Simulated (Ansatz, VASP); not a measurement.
**Two plane-wave programs on CdS3**

```
Cd S
1.0
     6.58564    0.00000    0.00000
    -3.29282    5.70333    0.00000
     0.00000    0.00000    5.53936
Cd S
2 6
Direct
  0.33333 0.66667 0.75000
  0.66667 0.33333 0.25000
  0.22256 0.44513 0.25000
  0.55487 0.77744 0.25000
  0.22256 0.77744 0.25000
  0.77744 0.55487 0.75000
  0.44513 0.22256 0.75000
  0.77744 0.22256 0.75000
```

Change from the starting cell: species swapped into the Ce3Ga type (P6_3/mmc, No. 194).

Alike in both runs: functional PBE; k mesh 3 × 3 × 4; occupations gaussian, width 0.1 eV; no spin polarisation.

Ansatz relaxed the structure, and its values are those at the end. VASP's run is a single point on that final structure, the one shown.

|  | VASP | Ansatz |
| --- | --- | --- |
| version | VASP 6.6.1 | Ansatz 0.2.0 |
| potentials or method | VASP PAW PBE potentials, release 64 (Cd_sv_GW, S), cutoff 630 eV | scalar-relativistic, plane waves, PAW |
| valence electrons in the cell | 76 | 76 |

Ansatz gave:

```
gap on the k mesh at the Fermi level (eV) : none
pressure (GPa)                            : 0.2
rms of the force components (eV/Å)        : 0.004
```

Estimate VASP's values.

gap on the k mesh at the Fermi level (eV): none; pressure (GPa): -0.2; rms of the force components (eV/Å): 0.070.

A gap of «none» marks a metal or a gap that the smearing closes. The functional is the same, so the differences come from potentials, cutoffs and numerics.

The k mesh is coarse, so the values compare programs but aren't converged.
